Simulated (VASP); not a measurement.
Wanted: the native input for a VASP 6.6.1 run.

- Task: single point
- Functional: PBEsol
- Potentials or basis: VASP PAW PBE potentials, release 64 (Ta_pv)
- Cutoff: 520 eV
- k mesh: 24 × 24 × 12
- Occupations: gaussian, width 0.15 eV
- Spin: no spin polarisation
- Dipole correction: no
- Further INCAR settings: ALGO = Fast; EDIFF = 1e-06; NBANDS = 18

The structure of Ta lies in POSCAR:

```
Ta
1.0
    2.8669354486      0.0000000000      0.0000000000
   -1.4334677243      2.4828389295      0.0000000000
    0.0000000000      0.0000000000      4.7859300255
Ta
2
Direct
    0.6666666667      0.3333333333      0.7500000000
    0.3333333333      0.6666666667      0.2500000000
```

This isn't the form of Ta at room conditions, which is bcc.

This cell differs from its parent crystal: strain -0.0600 x Voigt [0, 0, 1, 0, 0, 0].

These files were run (other wordings do the same):

INCAR

```
PREC     = Accurate       # precision mode
ENCUT    = 520            # plane-wave cutoff, eV
EDIFF    = 1E-6           # SCF threshold, eV
ISMEAR   = 0              # smearing method
SIGMA    = 0.15           # smearing width, eV
LREAL    = False          # projectors in reciprocal space
LASPH    = True           # aspherical terms in the spheres
NELM     = 100            # most SCF steps
ALGO     = Fast           # electronic algorithm
ISIF     = 2              # what is computed and relaxed
LWAVE    = False          # write WAVECAR
LCHARG   = False          # write CHGCAR
GGA      = PS             # functional
NBANDS   = 18             # bands
```

KPOINTS

```
regular mesh
0
Gamma
  24 24 12
```

Potentials or basis: VASP PAW PBE potentials, release 64 (Ta_pv).

The run is started by

```console
$ cat potpaw_PBE.64/Ta_pv/POTCAR > POTCAR
$ mpirun -np 1 vasp_std > vasp.out
```

It gave:

```json
{
  "Pressure": "13.9 GPa",
  "Band gap on the k mesh": "zero (bands 11 and 12 overlap by 2.55 eV)"
}
```

Caveat: the cell differs from its parent crystal (strain -0.0600 x Voigt [0, 0, 1, 0, 0, 0]); the stress differs along the axes, from 10 to 21 GPa; the PAW data sets were made with another functional, which shifts forces and pressure a little; spin-orbit coupling is left out, which moves the levels of the heavy elements.

Run time: 120 s on 1 thread of Intel(R) Xeon(R) Platinum 8559C (Emerald Rapids), on a shared host, peak memory 0.32 GiB.
